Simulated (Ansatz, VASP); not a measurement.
# Two plane-wave programs on Au

The input INCAR:

```
  PREC = Accurate
  ENCUT = 520
  EDIFF = 1E-6
  ISMEAR = 0
  SIGMA = 0.15
  LREAL = False
  LASPH = True
  NELM = 100
  ALGO = Normal
  ISIF = 2
  LWAVE = False
  LCHARG = False
  GGA = PS
  NBANDS = 12
```

File KPOINTS:

```
regular mesh
0
Gamma
  20 20 20
```

The input POSCAR:

```
Au
1.0
    0.0000000000      2.1068650000      2.0148175000
    2.1068650000      0.0000000000      2.0148175000
    2.1068650000      2.1068650000      0.0000000000
Au
1
Direct
    0.0000000000      0.0000000000      0.0000000000
```

Input for Ansatz:

```yaml
crystal:
  lattice:
    - [0.0, 2.106865, 2.0148175]
    - [2.106865, 0.0, 2.0148175]
    - [2.106865, 2.106865, 0.0]
  atoms:
    - { symbol: Au, position: [0.0, 0.0, 0.0] }
basis:
  ecutwfc: 420
kpoints:
  mp_grid: { grid: [20, 20, 20] }
hamiltonian:
  xc: pbesol
scf:
  occupations: { method: gaussian, width: 0.15 }
output:
  forces: true
  stress: true
  eigenvalues: true
```

Change from the starting cell: strain +0.030 along x and y, -0.015 along z, atoms carried along.

Alike in both runs: task single point; functional PBEsol; k mesh 20 × 20 × 20; occupations gaussian, width 0.15 eV; no spin polarisation.

```csv
,VASP,Ansatz
version,VASP 6.6.1,Ansatz 0.2.0
potentials or method,"VASP PAW PBE potentials, release 64 (Au), cutoff 520 eV","scalar-relativistic, plane waves, PAW"
valence electrons in the cell,11,19
```

```tsv
	VASP	Ansatz	Ansatz less VASP
gap on the k mesh at the Fermi level (eV)	none	none	-
pressure (GPa)	-7.7	-7.4	+0.24
traceless stress, the component that is largest in VASP (GPa)	0.69	0.69	-0.007
```

VASP's potentials were made for PBE, not for PBEsol. A gap of «none» marks a metal or a gap that the smearing closes. With one functional, cell and mesh, what is left measures potentials, basis and numerics. VASP's potentials hold 11 valence electrons a cell and Ansatz's 19, so a difference there can come from the potentials and not from the codes.

Spin-orbit coupling is off throughout.
